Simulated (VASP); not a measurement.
InPd, 2 atoms in the cell. Symmetry: Pm-3m, No. 221, cubic system. Conventional cell: a = 3.272 Å, b = 3.272 Å, c = 3.272 Å, α = 90.00°, β = 90.00°, γ = 90.00°. Within 3.7 Å of In (site symmetry m-3m) lie 8 Pd at 2.83 Å and 6 In at 3.27 Å. Pd (site symmetry m-3m) has 8 In at 2.83 Å and 6 Pd at 3.27 Å within 3.7 Å. 

```yaml
Program: VASP 6.6.1
Task: relaxation of cell and atoms
Functional: PBE
Potentials_or_basis: VASP PAW PBE potentials, release 64 (In_d, Pd)
Cutoff: 600 eV
k_mesh: 8 × 8 × 8
Occupations: fermi-dirac, width 0.05 eV
Spin: no spin polarisation
Target_pressure: 2 GPa
Dipole_correction: no
Further_INCAR_settings: ALGO = Normal; EDIFF = 1e-06; IBRION = 2; EDIFFG = -0.01; NSW = 60; ISIF = 3
```

Potentials or basis: VASP PAW PBE potentials, release 64 (In_d, Pd).

The run is started by

```sh
$ cat potpaw_PBE.64/In_d/POTCAR potpaw_PBE.64/Pd/POTCAR > POTCAR
$ mpirun -np 1 vasp_std > vasp.out
```

Hardware: 1 thread of Intel(R) Xeon(R) 6975P-C (Granite Rapids), with other jobs on the host.

Q: Estimate the wall time of this run.

A: It took 27 s on 1 thread of Intel(R) Xeon(R) 6975P-C (Granite Rapids) (shared host), peak memory 0.17 GiB. Counts: scf iterations 27, k points 35, ion steps 3.
